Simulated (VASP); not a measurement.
# MgS (gw) (R3m) in VASP: further runs, part 2 of 2

VASP 6.6.1. Earlier steps stand in the parts before.

### 3 Single point, PBEsol

Input file INCAR:

```
SYSTEM = MgS
  PREC = Accurate
  ENCUT = 600
  EDIFF = 1E-6
  ISMEAR = 0
  SIGMA = 0.01
  LREAL = .FALSE.
  LASPH = .TRUE.
  NELM = 120
  ALGO = Normal
  ISIF = 2
  LWAVE = .FALSE.
  LCHARG = .TRUE.
  GGA = PS
  LELF = .TRUE.
  LVHAR = .TRUE.
  NBANDS = 11
  GGA_COMPAT = .FALSE.
```

Input file KPOINTS:

```
Automatic mesh
0
G
  6 6 6
  0 0 0
```

Input file POSCAR:

```
MgS
1.0
    0.0481021088      2.8581645137      2.8581645137
    2.8581645137      0.0481021088      2.8581645137
    2.8581645137      2.8581645137      0.0481021088
Mg S
1 1
Direct
    0.0015391965      0.0015391965      0.0015391965
    0.2484608035      0.2484608035      0.2484608035
```

Potentials or basis: VASP PAW PBE potentials, release 64 (Mg, S).

Launch:

```
> cat potpaw_PBE.64/Mg/POTCAR potpaw_PBE.64/S/POTCAR > POTCAR
> mpirun -np 1 vasp_std > vasp.out
```

OUTCAR:

```text
SYSTEM = MgS
   PREC = Accurate
   ENCUT = 600
   EDIFF = 1E-6
   ISMEAR = 0
   LREAL = .FALSE.
   LASPH = .TRUE.
   NELM = 120
   ISIF = 2
   GGA = PS

 ion  position               nearest neighbor table
   1  0.002  0.002  0.002-   2 2.45   2 2.45   2 2.45   2 2.47
   2  0.248  0.248  0.248-   1 2.45   1 2.45   1 2.45   1 2.47

  LATTYP: Found a trigonal (rhomboedric) cell.
 ALAT       =     4.0423412260
 COS(alpha) =     0.5167565372

  Lattice vectors:

 A1 = (   0.0481021088,   2.8581645137,   2.8581645137)
 A2 = (   2.8581645137,   0.0481021088,   2.8581645137)
 A3 = (   2.8581645137,   2.8581645137,   0.0481021088)

Analysis of symmetry for initial positions (statically):
=====================================================================
 Subroutine PRICEL returns:
 Original cell was already a primitive cell.

 Routine SETGRP: Setting up the symmetry group for a
 trigonal (rhombohedral) supercell.

 Subroutine GETGRP returns: Found  6 space group operations
 (whereof  6 operations were pure point group operations)
 out of a pool of 12 trial point group operations.

The static configuration has the point symmetry C_3v.

Analysis of symmetry for dynamics (positions and initial velocities):
=====================================================================
 Subroutine PRICEL returns:
 Original cell was already a primitive cell.

 Routine SETGRP: Setting up the symmetry group for a
 trigonal (rhombohedral) supercell.

 Subroutine GETGRP returns: Found  6 space group operations
 (whereof  6 operations were pure point group operations)
 out of a pool of 12 trial point group operations.

The dynamic configuration has the point symmetry C_3v.

 Subroutine INISYM returns: Found  6 space group operations
 (whereof  6 operations are pure point group operations),
 and found     1 'primitive' translations

----------------------------------------------------------------------------------------

                                     Primitive cell

  volume of cell :      45.5185

  direct lattice vectors                    reciprocal lattice vectors
     0.048102109  2.858164514  2.858164514    -0.179416770  0.176447213  0.176447213
     2.858164514  0.048102109  2.858164514     0.176447213 -0.179416770  0.176447213
     2.858164514  2.858164514  0.048102109     0.176447213  0.176447213 -0.179416770

  length of vectors
     4.042341226  4.042341226  4.042341226     0.307339577  0.307339577  0.307339577

  position of ions in fractional coordinates (direct lattice)
     0.001539196  0.001539196  0.001539196
     0.248460804  0.248460804  0.248460804

  ion indices of the primitive-cell ions
   primitive index   ion index
                 1           1
                 2           2

----------------------------------------------------------------------------------------

 KPOINTS: Automatic mesh

Automatic generation of k-mesh.
 Grid dimensions read from file:
 generate k-points for:    6    6    6

 Generating k-lattice:

  Cartesian coordinates                     Fractional coordinates (reciprocal lattice)
    -0.029902795  0.029407869  0.029407869     0.166666667  0.000000000  0.000000000
     0.029407869 -0.029902795  0.029407869     0.000000000  0.166666667  0.000000000
     0.029407869  0.029407869 -0.029902795     0.000000000  0.000000000  0.166666667

  Length of vectors
     0.051223263  0.051223263  0.051223263

  Shift w.r.t. Gamma in fractional coordinates (k-lattice)
     0.000000000  0.000000000  0.000000000

 Subroutine IBZKPT returns following result:
 ===========================================

 Found     32 irreducible k-points:

 Following reciprocal coordinates:
            Coordinates               Weight
  0.000000  0.000000  0.000000      1.000000
  0.166667  0.000000  0.000000      6.000000
  0.333333  0.000000  0.000000      6.000000
  0.500000  0.000000  0.000000      3.000000
  0.166667  0.166667 -0.000000      6.000000
  0.333333  0.166667 -0.000000     12.000000
[... 16 lines left out ...]
  0.500000  0.500000  0.166667      6.000000
 -0.333333  0.500000  0.166667     12.000000
 [... further k-points ...]
   k-points           NKPTS =     32   k-points in BZ     NKDIM =     32   number of bands    NBANDS=     11
   number of dos      NEDOS =    301   number of ions     NIONS =      2
   total plane-waves  NPLWV =  32768
   dimension x,y,z NGX =    32 NGY =   32 NGZ =   32
   dimension x,y,z NGXF=    64 NGYF=   64 NGZF=   64
   ions per type =               1   1
   NGX,Y,Z   is equivalent  to a cutoff of  13.16, 13.16, 13.16 a.u.
   NGXF,Y,Z  is equivalent  to a cutoff of  26.32, 26.32, 26.32 a.u.
 SYSTEM =  MgS
   PREC   = accura    normal or accurate (medium, high low for compatibility)
   ISTART =      0    job   : 0-new  1-cont  2-samecut
   ICHARG =      2    charge: 1-file 2-atom 10-const
   ISPIN  =      1    spin polarized calculation?
   LNONCOLLINEAR =      F non collinear calculations
   LSORBIT =      F    spin-orbit coupling
   LASPH  =      T    aspherical Exc in radial PAW
   ENCUT  =  600.0 eV  44.10 Ry    6.64 a.u.   8.07  8.07  8.07*2*pi/ulx,y,z
   NELM   =    120;   NELMIN=  2; NELMDL= -5     # of ELM steps
   EDIFF  = 0.1E-05   stopping-criterion for ELM
   LREAL  =      F    real-space projection
[... 7 lines left out ...]
   TEBEG  =    0.0;   TEEND  =   0.0 temperature during run
   PSTRESS=    0.0 pullay stress
   NELECT =       8.0000    total number of electrons
   NUPDOWN=      -1.0000    fix difference up-down
   EMIN   =  10.00;   EMAX   =-10.00  energy-range for DOS
   EFERMI =   0.00;   METHOD = LEGACY
   ISMEAR =     0;   SIGMA  =   0.01  broadening in eV -4-tet -1-fermi 0-gaus
   EFERMI_NEDOS =   21; number of points for ismear=-14 and -15
   IALGO  =     38    algorithm
   IMIX   =      4    mixing-type and parameters
     AMIX     =   0.40;   BMIX     =  1.00
     AMIX_MAG =   1.60;   BMIX_MAG =  1.00
  volume/ion in A,a.u.               =      22.76       153.59
  Fermi-wavevector in a.u.,A,eV,Ry     =   0.917013  1.732903 11.441307  0.840912
  Thomas-Fermi vector in A             =   2.041933
   LORBIT       =      0    0 simple, 1 ext, 2 COOP (PROOUT), +10 PAW based schemes
   GGA     = PS    functional components
   LHFCALC =     F    Hartree Fock is set to
   AEXX    =    0.0000 exact exchange contribution
   IVDW    =     0    specifies the selected vdW correction
   LEPSILON=     F    determine dielectric tensor
   LRPA    =     F    only Hartree local field effects (RPA)
 non-spin polarized calculation
 Gauss-broadening in eV      SIGMA  =   0.01
  energy-cutoff  :      600.00
  volume of cell :       45.52
 maximum number of plane-waves:      1538
   NGX = 17   NGY = 17   NGZ = 17

 number of electron       8.0000000 magnetization

 Free energy of the ion-electron system (eV)
  ---------------------------------------------------
  ext. energy  EPLUGINS =         0.00000000
  ---------------------------------------------------
  free energy    TOTEN  =        -8.91322343 eV

  energy without entropy =       -8.91322343  energy(sigma->0) =       -8.91322343

 E-fermi :   1.0859     XC(G=0):  -8.5649

 val. band max:        1.0360351754   @ k =   0.0000   0.0000   0.0000
 cond. band min:       4.2539035216   @ k =   0.0000   0.0000   0.0000
 fundamental gap:      3.2178683462
 Fermi energy:         1.0859253596

 k-point     1 :       0.0000    0.0000    0.0000
  band No.  band energies     occupation
      1     -10.2744      2.00000
      2       0.8841      2.00000
      3       1.0360      2.00000
      4       1.0360      2.00000
      5       4.2539      0.00000
      6       8.6349      0.00000
      7       8.9620      0.00000
      8       8.9620      0.00000
      9      11.7641      0.00000
     10      11.7641      0.00000
     11      14.4841      0.00000
[... 309 lines left out ...]
 k-point    24 :      -0.3333    0.5000    0.1667
  band No.  band energies     occupation
      1      -9.3558      2.00000
      2      -1.5482      2.00000
      3      -0.6011      2.00000
      4      -0.2914      2.00000
      5       5.7986      0.00000
      6       7.7381      0.00000
      7      10.1254      0.00000
      8      10.3950      0.00000
      9      13.3452      0.00000
     10      14.7110      0.00000
     11      14.7872      0.00000

 [... further k-points ...]

------------------------ aborting loop because EDIFF is reached ----------------------------------------

  FORCE on cell =-STRESS in cart. coord.  units (eV):
  Direction    XX          YY          ZZ          XY          YZ          ZX
  --------------------------------------------------------------------------------------
  -------------------------------------------------------------------------------------
  Total       -0.1636713     -0.1636713     -0.1636713     -0.1423617     -0.1423617     -0.1423617
  in kB       -5.7609585     -5.7609585     -5.7609585     -5.0108949     -5.0108949     -5.0108949
  external PRESSURE =      -5.7609585 kB  Pullay stress =       0.0000000 kB

 VOLUME and BASIS-vectors are now :
 -----------------------------------------------------------------------------
  energy-cutoff  :      600.00
  volume of cell :       45.52
      direct lattice vectors                 reciprocal lattice vectors
     0.048102109  2.858164514  2.858164514    -0.179416770  0.176447213  0.176447213
     2.858164514  0.048102109  2.858164514     0.176447213 -0.179416770  0.176447213
     2.858164514  2.858164514  0.048102109     0.176447213  0.176447213 -0.179416770

 POSITION                                       TOTAL-FORCE (eV/Angst)
 -----------------------------------------------------------------------------------
      0.00887      0.00887      0.00887         0.001080      0.001080      0.001080
      1.43224      1.43224      1.43224        -0.001080     -0.001080     -0.001080
 -----------------------------------------------------------------------------------
    total drift:                               -0.000358     -0.000358     -0.000358

  FREE ENERGIE OF THE ION-ELECTRON SYSTEM (eV)
  ---------------------------------------------------
  free  energy   TOTEN  =        -8.9132234268 eV

  energy  without entropy=       -8.9132234268  energy(sigma->0) =       -8.91322343
```

stdout:

```text
POSCAR found type information on POSCAR MgS
 POSCAR found :  2 types and       2 ions
 scaLAPACK will be used
 -----------------------------------------------------------------------------
|                                                                             |
|                                                                             |
|     You enforced a specific xc type in the INCAR file but a different       |
|     I HOPE YOU KNOW WHAT YOU ARE DOING!                                     |
|                                                                             |
 -----------------------------------------------------------------------------

 LDA part: xc-table for (Slater+PW92), standard interpolation
 POSCAR, INCAR and KPOINTS ok, starting setup
 FFT: planning ... GRIDC
 FFT: planning ... GRID_SOFT
 FFT: planning ... GRID
 WAVECAR not read
 entering main loop
```

Run time: 8.1 s. Hardware: 1 thread of Intel Xeon 6975P-C (Granite Rapids), shared host; peak memory 0.17 GiB.

Results:

```yaml
Free_energy: -8.9132 eV
Pressure: -0.6 GPa
Band_gap_on_the_k_mesh: 3.22 eV, direct
```

Stress tensor (GPa, compression positive):
```
-0.58 -0.50 -0.50
-0.50 -0.58 -0.50
-0.50 -0.50 -0.58
```

Caveat: the PAW data sets were made with another functional, which shifts forces and pressure a little.
